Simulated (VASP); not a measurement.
A run of VASP 6.6.1:

Contents of POSCAR:

```
BAs
1.0
    0.0000000000      2.3677079492      2.3677079492
    2.3677079492      0.0000000000      2.3677079492
    2.3677079492      2.3677079492      0.0000000000
B As
1 1
Direct
    0.0000000000      0.0000000000      0.0000000000
    0.2500000000      0.2500000000      0.2500000000
```

Contents of INCAR.step1:

```
ALGO = Normal
EDIFF = 1E-4
ENCUT = 520
GGA = PE
ISMEAR = 0
LASPH = T
LCHARG = F
LREAL = F
LWAVE = T
NBANDS = 11
NELM = 80
PREC = Accurate
SIGMA = 0.01
```

File INCAR.step2:

```
ALGO = Normal
EDIFF = 1E-7
ENCUT = 520
ISIF = 2
ISMEAR = 0
ISTART = 1
LASPH = T
LCHARG = F
LMIXTAU = T
LREAL = F
LWAVE = F
METAGGA = R2SCAN
NBANDS = 11
NELM = 80
PREC = Accurate
SIGMA = 0.01
```

Contents of KPOINTS:

```
k-points
0
Gamma
  8 8 8
```

Potentials or basis: VASP PAW PBE potentials, release 64 (B, As).

Run with:

```console
$ cat potpaw_PBE.64/B/POTCAR potpaw_PBE.64/As/POTCAR > POTCAR
$ cp INCAR.step1 INCAR
$ mpirun -np 1 vasp_std > vasp.out
$ cp INCAR.step2 INCAR
$ mpirun -np 1 vasp_std > vasp.out
```

Hardware: 1 thread of AMD EPYC 7571 (shared host).

Problem. Estimate the wall time of this run.

Solution. Run time: 110 s on 1 thread of AMD EPYC 7571, on a shared host, peak memory 0.13 GiB. Counts: k points 29.
